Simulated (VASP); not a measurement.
Input of a VASP 6.6.1 run:

The input INCAR:

```
PREC     = Accurate       # precision mode
ENCUT    = 520            # plane-wave cutoff, eV
EDIFF    = 1E-6           # SCF threshold, eV
ISMEAR   = 0              # smearing method
SIGMA    = 0.05           # smearing width, eV
LREAL    = False          # projectors in reciprocal space
LASPH    = True           # aspherical terms in the spheres
NELM     = 100            # most SCF steps
ALGO     = Normal         # electronic algorithm
ISIF     = 2              # what is computed and relaxed
LWAVE    = False          # write WAVECAR
LCHARG   = True           # write CHGCAR
GGA      = PS             # functional
LELF     = True           # ELF
LVHAR    = True         
NBANDS   = 14             # bands
```

Contents of KPOINTS:

```
regular mesh
0
Gamma
  10 10 10
```

The input POSCAR:

```
NaCl
1.0
    2.8695017309      0.0000000000      0.0000000000
    0.0000000000      2.8695017309      0.0000000000
    0.0000000000      0.0000000000      2.8695017309
Na Cl
1 1
Direct
    0.0000000000      0.0000000000      0.0000000000
    0.5000000000      0.5000000000      0.5000000000
```

Potentials or basis: VASP PAW PBE potentials, release 64 (Na_pv, Cl).

Command:

```console
$ cat potpaw_PBE.64/Na_pv/POTCAR potpaw_PBE.64/Cl/POTCAR > POTCAR
$ mpirun -np 1 vasp_std > vasp.out
```

Question: Estimate the pressure.

Answer: 57.7 GPa.

Question: Predict the band gap on the k mesh.

Answer: 4.24 eV, direct.

Caveat: the PAW data sets were made with another functional, which shifts forces and pressure a little. A k mesh can miss the band edges.
